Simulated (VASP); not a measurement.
A run of VASP 6.6.1:

File POSCAR:

```
Ta3TiN4
1.0
    2.9427008797     -0.0000000289      0.0000000000
   -1.4713504149      2.5484537320      0.0000000000
    0.0000000000      0.0000000000     11.3825828000
Ti Ta N
1 3 4
Direct
    0.0000000000      0.0000000000      0.5000000000
    0.0000000000      0.0000000000      0.0000000000
    0.0000000000      0.0000000000      0.2549560000
    0.0000000000      0.0000000000      0.7450440000
    0.6666666667      0.3333333333      0.8732760000
    0.6666666667      0.3333333333      0.1267240000
    0.6666666667      0.3333333333      0.3778760000
    0.6666666667      0.3333333333      0.6221240000
```

File INCAR.step1:

```
PREC     = Accurate       # precision mode
ENCUT    = 520            # plane-wave cutoff, eV
EDIFF    = 1E-6           # SCF threshold, eV
ISMEAR   = 0              # smearing method
SIGMA    = 0.1            # smearing width, eV
LREAL    = F              # projectors in reciprocal space
LASPH    = T              # aspherical terms in the spheres
NELM     = 100            # most SCF steps
ALGO     = Normal         # electronic algorithm
ISIF     = 2              # what is computed and relaxed
LWAVE    = F              # write WAVECAR
LCHARG   = T              # write CHGCAR
LMAXMIX  = 4              # l up to which the mixer works
GGA      = PS             # functional
NBANDS   = 42             # bands
```

The input KPOINTS.step1:

```
Automatic mesh
0
Gamma
  12 12 4
```

The input INCAR.step2:

```
PREC     = Accurate       # precision mode
ENCUT    = 520            # plane-wave cutoff, eV
EDIFF    = 1E-6           # SCF threshold, eV
ISMEAR   = -5             # smearing method
SIGMA    = 0.1            # smearing width, eV
LREAL    = F              # projectors in reciprocal space
LASPH    = T              # aspherical terms in the spheres
NELM     = 100            # most SCF steps
ALGO     = Normal         # electronic algorithm
ISIF     = 2              # what is computed and relaxed
LWAVE    = F              # write WAVECAR
LCHARG   = F              # write CHGCAR
LMAXMIX  = 4              # l up to which the mixer works
GGA      = PS             # functional
LORBIT   = 11             # projections on sites
NBANDS   = 42             # bands
NEDOS    = 2001           # points of the DOS
ICHARG   = 11             # starting density
```

KPOINTS.step2

```
Automatic mesh
0
Gamma
  18 18 6
```

Potentials or basis: VASP PAW PBE potentials, release 64 (Ti_sv, Ta_pv, N).

Command:

```console
$ cat potpaw_PBE.64/Ti_sv/POTCAR potpaw_PBE.64/Ta_pv/POTCAR potpaw_PBE.64/N/POTCAR > POTCAR
$ cp INCAR.step1 INCAR
$ cp KPOINTS.step1 KPOINTS
$ mpirun -np 1 vasp_std > vasp.out
$ cp INCAR.step2 INCAR
$ cp KPOINTS.step2 KPOINTS
$ mpirun -np 1 vasp_std > vasp.out
```

Hardware: 1 thread of Intel(R) Xeon(R) Platinum 8259CL CPU @ 2.50GHz (Skylake/Cascade Lake), with other jobs on the host.

Q: How long does it take, and how much memory?

A: Wall time 12 min on 1 thread of Intel(R) Xeon(R) Platinum 8259CL CPU @ 2.50GHz (Skylake/Cascade Lake), on a shared host, peak memory 0.55 GiB. Counts: k points 148.
